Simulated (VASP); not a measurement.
The system is AlFe.

```xyz
2
Lattice="3.0751 0.0000 0.0000 0.0000 3.0751 0.0000 0.0000 0.0000 3.0751" Properties=species:S:1:pos:R:3 pbc="T T T"
Al    0.0000    0.0000    0.0000
Fe    1.5375    1.5375    1.5375
```

This cell differs from its parent crystal: volume scaled by 1.18.

Base run:

```yaml
Program: VASP 6.6.1
Functional: PBE
Potentials_or_basis: VASP PAW PBE potentials, release 64 (Al, Fe)
Cutoff: 520 eV
k_mesh: 11 × 11 × 11
Occupations: fermi-dirac, width 0.1 eV
Spin: no spin polarisation
```

Its results: pressure -23.6 GPa.

The run is repeated on the same cell with these changes: spin from no spin polarisation to collinear spin, ferromagnetic start; further incar settings from ALGO = Normal; EDIFF = 1e-06; NBANDS = 12 to ALGO = Normal; EDIFF = 1e-06; NBANDS = 16. What comes out?

Pressure -16.5 GPa; net moment 1.84 μB per cell; site moments Al -0.05; Fe +1.98 μB.
